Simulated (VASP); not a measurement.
# SnO2 (C2) in VASP: single point with PBE

Aim: the single point of SnO2 with PBE.

Program: VASP 6.6.1. These are calculated values, not measurements. Logs are shortened: lines on timing, memory, paths and dates and some standing lists are left out, and cuts for length are marked.

**1. The cell of the first run**

Symmetry: C2, No. 5, monoclinic system. The conventional cell has a = 5.461 Å, b = 3.153 Å, c = 5.129 Å, α = 90.00°, β = 110.79°, γ = 90.00°. Sn (site symmetry 2) has 6 O at 1.96 to 2.18 Å within 2.6 Å. Within 2.7 Å of O (site symmetry 1) lie 3 Sn at 1.96 to 2.18 Å and 3 O at 2.68 Å.

**2. Single point, PBE (atoms displaced along a vibrational mode, the cell strained)**

File INCAR:

```
SYSTEM = SnO2
PREC = Accurate
ENCUT = 520
EDIFF = 1E-7
ISMEAR = 0
SIGMA = 0.05
LREAL = .False.
LASPH = .True.
NELM = 100
ALGO = Normal
ISIF = 2
LWAVE = .False.
LCHARG = .False.
GGA = PE
NBANDS = 20
```

File KPOINTS:

```
Automatic mesh
0
Gamma
  12 12 12
  0 0 0
```

File POSCAR:

```
SnO2
1.0
    1.5763469202      0.9101043187      4.7952989919
   -1.5763469202      0.9101043187      4.7952989919
    0.0000000000     -1.8202086374      4.7952989919
Sn O
1 2
Direct
    0.5098364945      0.4901635055      0.5000000000
    0.1983900727      0.2713752757      0.2348826742
    0.7286247243      0.8016099273      0.7651173258
```

Potentials or basis: VASP PAW PBE potentials, release 64 (Sn_d, O).

Run with:

```console
cat potpaw_PBE.64/Sn_d/POTCAR potpaw_PBE.64/O/POTCAR > POTCAR
mpirun -np 1 vasp_std > vasp.out
```

OUTCAR:

```text
SYSTEM = SnO2
   PREC = Accurate
   ENCUT = 520
   EDIFF = 1E-7
   ISMEAR = 0
   LREAL = .False.
   LASPH = .True.
   NELM = 100
   ISIF = 2
   GGA = PE

 ion  position               nearest neighbor table
   1  0.510  0.490  0.500-   2 1.96   3 1.96   3 2.07   2 2.07   2 2.18   3 2.18
   2  0.198  0.271  0.235-   1 1.96   1 2.07   1 2.18
   3  0.729  0.802  0.765-   1 1.96   1 2.07   1 2.18

  LATTYP: Found a trigonal (rhomboedric) cell.
 ALAT       =     5.1291375401
 COS(alpha) =     0.8110943660

  Lattice vectors:

 A1 = (   1.5763469202,   0.9101043187,   4.7952989919)
 A2 = (  -1.5763469202,   0.9101043187,   4.7952989919)
 A3 = (   0.0000000000,  -1.8202086374,   4.7952989919)

Analysis of symmetry for initial positions (statically):
=====================================================================
 Subroutine PRICEL returns:
 Original cell was already a primitive cell.

 Routine SETGRP: Setting up the symmetry group for a
 trigonal (rhombohedral) supercell.

 Subroutine GETGRP returns: Found  2 space group operations
 (whereof  2 operations were pure point group operations)
 out of a pool of 12 trial point group operations.

The static configuration has the point symmetry C_2 .

Analysis of symmetry for dynamics (positions and initial velocities):
=====================================================================
 Subroutine PRICEL returns:
 Original cell was already a primitive cell.

 Routine SETGRP: Setting up the symmetry group for a
 trigonal (rhombohedral) supercell.

 Subroutine GETGRP returns: Found  2 space group operations
 (whereof  2 operations were pure point group operations)
 out of a pool of 12 trial point group operations.

The dynamic configuration has the point symmetry C_2 .

 Subroutine INISYM returns: Found  2 space group operations
 (whereof  2 operations are pure point group operations),
 and found     1 'primitive' translations

----------------------------------------------------------------------------------------

                                     Primitive cell

  volume of cell :      41.2772

  direct lattice vectors                    reciprocal lattice vectors
     1.576346920  0.910104319  4.795298992     0.317189061  0.183129190  0.069512523
    -1.576346920  0.910104319  4.795298992    -0.317189061  0.183129190  0.069512523
     0.000000000 -1.820208637  4.795298992     0.000000000 -0.366258380  0.069512523

  length of vectors
     5.129137540  5.129137540  5.129137540     0.372796448  0.372796448  0.372796448

[... 76 lines left out ...]
   ISPIN  =      1    spin polarized calculation?
   LNONCOLLINEAR =      F non collinear calculations
   LSORBIT =      F    spin-orbit coupling
   LASPH  =      T    aspherical Exc in radial PAW
   ENCUT  =  520.0 eV  38.22 Ry    6.18 a.u.   9.54  9.54  9.54*2*pi/ulx,y,z
   NELM   =    100;   NELMIN=  2; NELMDL= -5     # of ELM steps
   EDIFF  = 0.1E-06   stopping-criterion for ELM
   LREAL  =      F    real-space projection
   EDIFFG = 0.1E-05   stopping-criterion for IOM
   NSW    =      0    number of steps for IOM
   IBRION =     -1    ionic relax: 0-MD 1-quasi-New 2-CG
   NFREE  =      0    steps in history (QN), initial steepest desc. (CG)
   ISIF   =      2    stress and relaxation
   ISYM   =      2    0-nonsym 1-usesym 2-fastsym
   POTIM  = 0.5000    time-step for ionic-motion
   TEBEG  =    0.0;   TEEND  =   0.0 temperature during run
   PSTRESS=    0.0 pullay stress
   NELECT =      26.0000    total number of electrons
   NUPDOWN=      -1.0000    fix difference up-down
   EMIN   =  10.00;   EMAX   =-10.00  energy-range for DOS
   EFERMI =   0.00;   METHOD = LEGACY
   ISMEAR =     0;   SIGMA  =   0.05  broadening in eV -4-tet -1-fermi 0-gaus
   EFERMI_NEDOS =   21; number of points for ismear=-14 and -15
   IALGO  =     38    algorithm
   IMIX   =      4    mixing-type and parameters
     AMIX     =   0.40;   BMIX     =  1.00
     AMIX_MAG =   1.60;   BMIX_MAG =  1.00
  volume/ion in A,a.u.               =      13.76        92.85
  Fermi-wavevector in a.u.,A,eV,Ry     =   1.403339  2.651926 26.794780  1.969361
  Thomas-Fermi vector in A             =   2.526011
   LORBIT       =      0    0 simple, 1 ext, 2 COOP (PROOUT), +10 PAW based schemes
   GGA     = PE    functional components
   LHFCALC =     F    Hartree Fock is set to
   AEXX    =    0.0000 exact exchange contribution
   IVDW    =     0    specifies the selected vdW correction
   LEPSILON=     F    determine dielectric tensor
   LRPA    =     F    only Hartree local field effects (RPA)
 non-spin polarized calculation
 Gauss-broadening in eV      SIGMA  =   0.05
  energy-cutoff  :      520.00
  volume of cell :       41.28
 maximum number of plane-waves:      1124
 NGX is ok and might be reduce to    40
   NGX = 19   NGY = 19   NGZ = 19

 number of electron      26.0000003 magnetization

 Free energy of the ion-electron system (eV)
  ---------------------------------------------------
  ext. energy  EPLUGINS =         0.00000000
  ---------------------------------------------------
  free energy    TOTEN  =       -17.85409548 eV

  energy without entropy =      -17.85409548  energy(sigma->0) =      -17.85409548

 E-fermi :   3.9834     XC(G=0): -10.1796

 val. band max:        3.7290261308   @ k =  -0.1667   0.2500   0.0833
 cond. band min:       6.2307625471   @ k =   0.0000   0.0000   0.0000
 fundamental gap:      2.5017364162
 Fermi energy:         3.9833865983

 k-point     1 :       0.0000    0.0000    0.0000
  band No.  band energies     occupation
      1     -16.3138      2.00000
      2     -16.0773      2.00000
      3     -15.9333      2.00000
      4     -15.6809      2.00000
      5     -15.6665      2.00000
      6     -14.5240      2.00000
[... 541 lines left out ...]
     19      17.8547      0.00000
     20      19.8995      0.00000

 [... further k-points ...]
[... 5 lines left out ...]
  --------------------------------------------------------------------------------------
  -------------------------------------------------------------------------------------
  Total        5.2293821      4.6035727      2.6435368      0.0000000      0.7795748      0.0000000
  in kB      202.9789688    178.6881150    102.6091338      0.0000000     30.2592698      0.0000000
  external PRESSURE =     161.4254059 kB  Pullay stress =       0.0000000 kB

 VOLUME and BASIS-vectors are now :
 -----------------------------------------------------------------------------
  energy-cutoff  :      520.00
  volume of cell :       41.28
      direct lattice vectors                 reciprocal lattice vectors
     1.576346920  0.910104319  4.795298992     0.317189061  0.183129190  0.069512523
    -1.576346920  0.910104319  4.795298992    -0.317189061  0.183129190  0.069512523
     0.000000000 -1.820208637  4.795298992     0.000000000 -0.366258380  0.069512523

 POSITION                                       TOTAL-FORCE (eV/Angst)
 -----------------------------------------------------------------------------------
      0.03101      0.00000      7.19295        -2.933067      0.000000      0.000000
     -0.11505      0.00000      3.37900         1.466534      0.398223      1.316353
     -0.11505      0.00000     11.00690         1.466534     -0.398223     -1.316353
 -----------------------------------------------------------------------------------
    total drift:                                0.000070     -0.000000      0.000000

  FREE ENERGIE OF THE ION-ELECTRON SYSTEM (eV)
  ---------------------------------------------------
  free  energy   TOTEN  =       -17.8540954841 eV

  energy  without entropy=      -17.8540954841  energy(sigma->0) =      -17.85409548
```

stdout:

```text
POSCAR found type information on POSCAR SnO
 POSCAR found :  2 types and       3 ions
 scaLAPACK will be used
 LDA part: xc-table for (Slater+PW92), standard interpolation
 POSCAR, INCAR and KPOINTS ok, starting setup
 FFT: planning ... GRIDC
 FFT: planning ... GRID_SOFT
 FFT: planning ... GRID
 WAVECAR not read
 entering main loop
```

It took 23 min on 1 thread of Intel Xeon 8259CL, shared host; peak memory 0.51 GiB.

What came out:

| Quantity | Value |
| --- | --- |
| Free energy | -17.8541 eV |
| Pressure | 16.1 GPa |
| Largest force | 2.933 eV/Å |
| Band gap on the k mesh | 2.50 eV (least direct gap 2.73 eV) |

Forces in eV/Å, atoms in the order of the input:
```
Sn  -2.933  0.000  0.000
O    1.467  0.398  1.316
O    1.467 -0.398 -1.316
```

Stress tensor (GPa, compression positive):
```
20.30  0.00  0.00
 0.00 17.87  3.03
 0.00  3.03 10.26
```

Caveat: the cell differs from its parent crystal (atoms displaced along a vibrational mode, the cell strained); the stress differs along the axes, from 10 to 20 GPa; spin-orbit coupling is left out, which moves the levels of the heavy elements; forces of over 1 eV/Å act on the atoms, so gaps and moduli don't describe the material at rest. A k mesh can miss the band edges.
